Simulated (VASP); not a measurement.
# Ga (Fd-3m) in VASP: a series of runs

Runs on Ga. Level: PBEsol. Tasks: single point, relaxation of cell and atoms.

All numbers are computed with VASP 6.6.1; they aren't measurements. Logs are shortened: lines on timing, memory, paths and dates and some standing lists are left out, and cuts for length are marked.

## 1. The cell of the first run

Symmetry: Fd-3m, No. 227, cubic system. The conventional cell has a = 5.754 Å, b = 5.754 Å, c = 5.754 Å, α = 90.00°, β = 90.00°, γ = 90.00°. Ga (site symmetry -43m) has 4 Ga at 2.49 Å within 3.3 Å.

## 2. Single point, PBEsol

Input file INCAR:

```
SYSTEM = Ga
PREC = Accurate
ENCUT = 520
EDIFF = 1E-7
ISMEAR = 0
SIGMA = 0.1
LREAL = .False.
LASPH = .True.
NELM = 100
ALGO = Normal
ISIF = 2
LWAVE = .False.
LCHARG = .False.
GGA = PS
NBANDS = 20
```

Input file KPOINTS:

```
regular mesh
0
Gamma
  16 16 16
  0 0 0
```

Input file POSCAR:

```
Ga
1.0
    0.0000000000      2.8769492113      2.8769492113
    2.8769492113      0.0000000000      2.8769492113
    2.8769492113      2.8769492113      0.0000000000
Ga
2
Direct
    0.0000000000      0.0000000000      0.0000000000
    0.2500000000      0.2500000000      0.2500000000
```

Potentials or basis: VASP PAW PBE potentials, release 64 (Ga_d).

Command:

```
cat potpaw_PBE.64/Ga_d/POTCAR > POTCAR
mpirun -np 1 vasp_std > vasp.out
```

OUTCAR:

```text
SYSTEM = Ga
   PREC = Accurate
   ENCUT = 520
   EDIFF = 1E-7
   ISMEAR = 0
   LREAL = .False.
   LASPH = .True.
   NELM = 100
   ISIF = 2
   GGA = PS

 ion  position               nearest neighbor table
   1  0.000  0.000  0.000-   2 2.49   2 2.49   2 2.49   2 2.49
   2  0.250  0.250  0.250-   1 2.49   1 2.49   1 2.49   1 2.49

  LATTYP: Found a face centered cubic cell.
 ALAT       =     5.7538984226

  Lattice vectors:

 A1 = (   0.0000000000,   2.8769492113,   2.8769492113)
 A2 = (   2.8769492113,   0.0000000000,   2.8769492113)
 A3 = (   2.8769492113,   2.8769492113,   0.0000000000)

Analysis of symmetry for initial positions (statically):
=====================================================================
 Subroutine PRICEL returns:
 Original cell was already a primitive cell.

 Routine SETGRP: Setting up the symmetry group for a
 face centered cubic supercell.

 Subroutine GETGRP returns: Found 48 space group operations
 (whereof 24 operations were pure point group operations)
 out of a pool of 48 trial point group operations.

The static configuration has the point symmetry T_d .
 The point group associated with its full space group is O_h .

Analysis of symmetry for dynamics (positions and initial velocities):
=====================================================================
 Subroutine PRICEL returns:
 Original cell was already a primitive cell.

 Routine SETGRP: Setting up the symmetry group for a
 face centered cubic supercell.

 Subroutine GETGRP returns: Found 48 space group operations
 (whereof 24 operations were pure point group operations)
 out of a pool of 48 trial point group operations.

The dynamic configuration has the point symmetry T_d .
 The point group associated with its full space group is O_h .

 Subroutine INISYM returns: Found 48 space group operations
 (whereof 24 operations are pure point group operations),
 and found     1 'primitive' translations

----------------------------------------------------------------------------------------

                                     Primitive cell

  volume of cell :      47.6241

  direct lattice vectors                    reciprocal lattice vectors
     0.000000000  2.876949211  2.876949211    -0.173795213  0.173795213  0.173795213
     2.876949211  0.000000000  2.876949211     0.173795213 -0.173795213  0.173795213
     2.876949211  2.876949211  0.000000000     0.173795213  0.173795213 -0.173795213

  length of vectors
     4.068620593  4.068620593  4.068620593     0.301022138  0.301022138  0.301022138

  position of ions in fractional coordinates (direct lattice)
     0.000000000  0.000000000  0.000000000
     0.250000000  0.250000000  0.250000000

  ion indices of the primitive-cell ions
   primitive index   ion index
                 1           1
                 2           2

----------------------------------------------------------------------------------------

 KPOINTS: regular mesh

Automatic generation of k-mesh.
 Grid dimensions read from file:
 generate k-points for:   16   16   16

 Generating k-lattice:

  Cartesian coordinates                     Fractional coordinates (reciprocal lattice)
    -0.010862201  0.010862201  0.010862201     0.062500000  0.000000000  0.000000000
     0.010862201 -0.010862201  0.010862201     0.000000000  0.062500000  0.000000000
     0.010862201  0.010862201 -0.010862201     0.000000000  0.000000000  0.062500000

  Length of vectors
     0.018813884  0.018813884  0.018813884

  Shift w.r.t. Gamma in fractional coordinates (k-lattice)
     0.000000000  0.000000000  0.000000000

 Subroutine IBZKPT returns following result:
 ===========================================

 Found    145 irreducible k-points:

 Following reciprocal coordinates:
            Coordinates               Weight
  0.000000  0.000000  0.000000      1.000000
  0.062500  0.000000  0.000000      8.000000
  0.125000  0.000000  0.000000      8.000000
  0.187500  0.000000  0.000000      8.000000
  0.250000  0.000000  0.000000      8.000000
  0.312500  0.000000  0.000000      8.000000
[... 16 lines left out ...]
 -0.125000  0.062500  0.000000     24.000000
 -0.062500  0.062500  0.000000     12.000000
 [... further k-points ...]
   k-points           NKPTS =    145   k-points in BZ     NKDIM =    145   number of bands    NBANDS=     20
   number of dos      NEDOS =    301   number of ions     NIONS =      2
   total plane-waves  NPLWV =  27000
   dimension x,y,z NGX =    30 NGY =   30 NGZ =   30
   dimension x,y,z NGXF=    60 NGYF=   60 NGZF=   60
   ions per type =               2
   NGX,Y,Z   is equivalent  to a cutoff of  12.26, 12.26, 12.26 a.u.
   NGXF,Y,Z  is equivalent  to a cutoff of  24.52, 24.52, 24.52 a.u.
 SYSTEM =  Ga
   PREC   = accura    normal or accurate (medium, high low for compatibility)
   ISTART =      0    job   : 0-new  1-cont  2-samecut
   ICHARG =      2    charge: 1-file 2-atom 10-const
   ISPIN  =      1    spin polarized calculation?
   LNONCOLLINEAR =      F non collinear calculations
   LSORBIT =      F    spin-orbit coupling
   LASPH  =      T    aspherical Exc in radial PAW
   ENCUT  =  520.0 eV  38.22 Ry    6.18 a.u.   7.56  7.56  7.56*2*pi/ulx,y,z
   NELM   =    100;   NELMIN=  2; NELMDL= -5     # of ELM steps
   EDIFF  = 0.1E-06   stopping-criterion for ELM
   LREAL  =      F    real-space projection
   EDIFFG = 0.1E-05   stopping-criterion for IOM
   NSW    =      0    number of steps for IOM
   IBRION =     -1    ionic relax: 0-MD 1-quasi-New 2-CG
   NFREE  =      0    steps in history (QN), initial steepest desc. (CG)
   ISIF   =      2    stress and relaxation
   ISYM   =      2    0-nonsym 1-usesym 2-fastsym
   POTIM  = 0.5000    time-step for ionic-motion
   TEBEG  =    0.0;   TEEND  =   0.0 temperature during run
   PSTRESS=    0.0 pullay stress
   NELECT =      26.0000    total number of electrons
   NUPDOWN=      -1.0000    fix difference up-down
   EMIN   =  10.00;   EMAX   =-10.00  energy-range for DOS
   EFERMI =   0.00;   METHOD = LEGACY
   ISMEAR =     0;   SIGMA  =   0.10  broadening in eV -4-tet -1-fermi 0-gaus
   EFERMI_NEDOS =   21; number of points for ismear=-14 and -15
   IALGO  =     38    algorithm
   IMIX   =      4    mixing-type and parameters
     AMIX     =   0.40;   BMIX     =  1.00
     AMIX_MAG =   1.60;   BMIX_MAG =  1.00
  volume/ion in A,a.u.               =      23.81       160.69
  Fermi-wavevector in a.u.,A,eV,Ry     =   1.338003  2.528459 24.357858  1.790252
  Thomas-Fermi vector in A             =   2.466507
   LORBIT       =      0    0 simple, 1 ext, 2 COOP (PROOUT), +10 PAW based schemes
   GGA     = PS    functional components
   LHFCALC =     F    Hartree Fock is set to
   AEXX    =    0.0000 exact exchange contribution
   IVDW    =     0    specifies the selected vdW correction
   LEPSILON=     F    determine dielectric tensor
   LRPA    =     F    only Hartree local field effects (RPA)
 non-spin polarized calculation
 Gauss-broadening in eV      SIGMA  =   0.10
  energy-cutoff  :      520.00
  volume of cell :       47.62
 maximum number of plane-waves:      1303
   NGX = 15   NGY = 15   NGZ = 15

 number of electron      25.9999982 magnetization

 Free energy of the ion-electron system (eV)
  ---------------------------------------------------
  ext. energy  EPLUGINS =         0.00000000
  ---------------------------------------------------
  free energy    TOTEN  =        -6.03299536 eV

  energy without entropy =       -6.02681484  energy(sigma->0) =       -6.02990510

 E-fermi :   2.8249     XC(G=0):  -9.7580

 val. band max:        2.8216997118   @ k =  -0.3125   0.3750   0.0625
 cond. band min:       2.8294104861   @ k =   0.5000   0.3125   0.1250
 fundamental gap:      0.0077107742
 Fermi energy:         2.8249200151

 k-point     1 :       0.0000    0.0000    0.0000
  band No.  band energies     occupation
      1     -11.9194      2.00000
      2     -11.9194      2.00000
      3     -11.9194      2.00000
      4     -11.8728      2.00000
      5     -11.8728      2.00000
      6     -11.5219      2.00000
[... 12 lines left out ...]
     19      10.6926      0.00000
     20      14.2499      0.00000

 k-point     2 :       0.0625    0.0000    0.0000
  band No.  band energies     occupation
      1     -11.9250      2.00000
      2     -11.9250      2.00000
      3     -11.9186      2.00000
      4     -11.8653      2.00000
      5     -11.8653      2.00000
      6     -11.5249      2.00000
[... 12 lines left out ...]
     19      11.0103      0.00000
     20      13.6168      0.00000

 k-point     3 :       0.1250    0.0000    0.0000
  band No.  band energies     occupation
      1     -11.9352      2.00000
      2     -11.9352      2.00000
      3     -11.9162      2.00000
      4     -11.8498      2.00000
      5     -11.8498      2.00000
      6     -11.5319      2.00000
[... 12 lines left out ...]
     19      11.7695      0.00000
     20      13.0230      0.00000

 k-point     4 :       0.1875    0.0000    0.0000
  band No.  band energies     occupation
      1     -11.9441      2.00000
      2     -11.9441      2.00000
      3     -11.9126      2.00000
      4     -11.8336      2.00000
      5     -11.8336      2.00000
      6     -11.5396      2.00000
[... 12 lines left out ...]
     19      12.2497      0.00000
     20      12.7238      0.00000

 k-point     5 :       0.2500    0.0000    0.0000
  band No.  band energies     occupation
      1     -11.9501      2.00000
      2     -11.9501      2.00000
      3     -11.9084      2.00000
      4     -11.8201      2.00000
      5     -11.8201      2.00000
      6     -11.5460      2.00000
[... 12 lines left out ...]
     19      12.0654      0.00000
     20      12.8219      0.00000
[... 353 lines left out ...]
      6     -11.5652      2.00000
[... 12 lines left out ...]
     19      12.3852      0.00000
     20      12.3924      0.00000

 k-point    22 :      -0.1875    0.0625    0.0000
  band No.  band energies     occupation
      1     -11.9546      2.00000
      2     -11.9407      2.00000
      3     -11.9114      2.00000
      4     -11.8335      2.00000
      5     -11.8164      2.00000
      6     -11.5587      2.00000
[... 12 lines left out ...]
     19      12.1867      0.00000
     20      12.4212      0.00000

 k-point    23 :      -0.1250    0.0625    0.0000
  band No.  band energies     occupation
      1     -11.9464      2.00000
      2     -11.9318      2.00000
      3     -11.9174      2.00000
      4     -11.8471      2.00000
      5     -11.8334      2.00000
      6     -11.5482      2.00000
[... 12 lines left out ...]
     19      12.2051      0.00000
     20      12.3851      0.00000

 k-point    24 :      -0.0625    0.0625    0.0000
  band No.  band energies     occupation
      1     -11.9356      2.00000
      2     -11.9234      2.00000
      3     -11.9213      2.00000
      4     -11.8600      2.00000
      5     -11.8512      2.00000
      6     -11.5361      2.00000
[... 12 lines left out ...]
     19      11.4682      0.00000
     20      12.8920      0.00000

 [... further k-points ...]
[... 5 lines left out ...]
  --------------------------------------------------------------------------------------
  -------------------------------------------------------------------------------------
  Total        0.0123745      0.0123745      0.0123745     -0.0000000     -0.0000000      0.0000000
  in kB        0.4163046      0.4163046      0.4163046     -0.0000000     -0.0000000      0.0000000
  external PRESSURE =       0.4163046 kB  Pullay stress =       0.0000000 kB

 VOLUME and BASIS-vectors are now :
 -----------------------------------------------------------------------------
  energy-cutoff  :      520.00
  volume of cell :       47.62
      direct lattice vectors                 reciprocal lattice vectors
     0.000000000  2.876949211  2.876949211    -0.173795213  0.173795213  0.173795213
     2.876949211  0.000000000  2.876949211     0.173795213 -0.173795213  0.173795213
     2.876949211  2.876949211  0.000000000     0.173795213  0.173795213 -0.173795213

 POSITION                                       TOTAL-FORCE (eV/Angst)
 -----------------------------------------------------------------------------------
      0.00000      0.00000      0.00000         0.000000      0.000000      0.000000
      1.43847      1.43847      1.43847        -0.000000     -0.000000     -0.000000
 -----------------------------------------------------------------------------------
    total drift:                                0.000000     -0.000000      0.000000

  FREE ENERGIE OF THE ION-ELECTRON SYSTEM (eV)
  ---------------------------------------------------
  free  energy   TOTEN  =        -6.0329953609 eV

  energy  without entropy=       -6.0268148420  energy(sigma->0) =       -6.02990510
```

Wall time 99 s (1 thread of Intel Xeon Platinum 8259CL at 2.50GHz (Skylake/Cascade Lake), shared host); peak memory 0.24 GiB.

Results:

```yaml
Free_energy: -6.0330 eV
Pressure: 0.0 GPa
Band_gap_on_the_k_mesh: zero (band 13 reaches 5.76 eV, above the bottom of band 14 at 1.26 eV)
```

Levels at points of the mesh, in eV from the Fermi level:
```csv
k point,band 9,band 10,band 11,band 12,band 13,band 14,band 15,band 16,band 17,band 18
"(0.00, 0.00, 0.00)",-14.28,-14.28,-9.64,2.94,2.94,2.94,4.07,4.98,4.98,4.98
"(0.50, 0.00, 0.00)",-14.26,-14.26,-7.32,-4.78,1.37,1.37,3.23,5.93,5.93,8.23
"(0.50, 0.50, 0.00)",-14.23,-14.23,-5.57,-5.57,-0.52,-0.52,2.84,2.84,12.36,12.36
```

Caveat: the PAW data sets were made with another functional, which shifts forces and pressure a little.

## 3. Relaxation of cell and atoms, PBEsol

This run uses another cell than the first one, of 23.62 Å³/atom, 0.992 times its volume.

Input file INCAR:

```
SYSTEM = Ga
PREC = Accurate
ENCUT = 600
EDIFF = 1E-6
ISMEAR = 0
SIGMA = 0.1
LREAL = .FALSE.
LASPH = .TRUE.
NELM = 100
ALGO = Normal
ISIF = 3
LWAVE = .FALSE.
LCHARG = .FALSE.
GGA = PS
IBRION = 2
NSW = 100
EDIFFG = -0.01
```

Input file KPOINTS:

```
regular mesh
0
G
  16 16 16
  0 0 0
```

Input file POSCAR:

```
Ga
1.0
    0.0000000000      2.8692582228      2.8692582228
    2.8692582228      0.0000000000      2.8692582228
    2.8692582228      2.8692582228      0.0000000000
Ga
2
Direct
    0.0000000000      0.0000000000      0.0000000000
    0.2500000000      0.2500000000      0.2500000000
```

Potentials or basis: VASP PAW PBE potentials, release 64 (Ga_d).

Command:

```
cat potpaw_PBE.64/Ga_d/POTCAR > POTCAR
mpirun -np 1 vasp_std > vasp.out
```

Run time: 92 s. Hardware: 1 thread of Intel Xeon Platinum 8259CL at 2.50GHz (Skylake/Cascade Lake), shared host; peak memory 0.26 GiB.

Results (log left out):

* Free energy: -6.0326 eV
* Relaxed volume: 23.82 Å³/atom
* Relaxed cell: a = 4.069 Å, b = 4.069 Å, c = 4.069 Å, α = 60.00°, β = 60.00°, γ = 60.00°
* Space group after relaxing (to 0.05 Å): Fd-3m (No. 227)
* Energy gained by relaxing: 0.2 meV/atom
* Ionic steps: 2
* Pressure after relaxing: 0.0 GPa
* Band gap on the k mesh: zero (band 13 reaches 5.76 eV, above the bottom of band 14 at 1.26 eV)

The path:
```csv
step,energy change (eV),largest force (eV/Å),pressure (GPa),volume (Å³)
1,0.0000,0.0000,0.39,47.24
2,-0.0004,0.0000,-0.04,47.64
```

Final structure:
```
CELL_PARAMETERS angstrom
0.00000 2.87722 2.87722
2.87722 0.00000 2.87722
2.87722 2.87722 0.00000
ATOMIC_POSITIONS crystal
Ga 0.00000 0.00000 0.00000
Ga 0.25000 0.25000 0.25000
```

Levels at points of the mesh, in eV from the Fermi level:
```csv
k point,band 9,band 10,band 11,band 12,band 13,band 14,band 15,band 16,band 17
"(0.00, 0.00, 0.00)",-14.28,-14.28,-9.64,2.93,2.93,2.93,4.07,4.98,4.98
"(0.50, 0.00, 0.00)",-14.26,-14.26,-7.32,-4.77,1.37,1.37,3.23,5.93,5.93
"(0.50, 0.50, 0.00)",-14.24,-14.24,-5.57,-5.57,-0.52,-0.52,2.84,2.84,12.36
```

Caveat: the PAW data sets were made with another functional, which shifts forces and pressure a little.
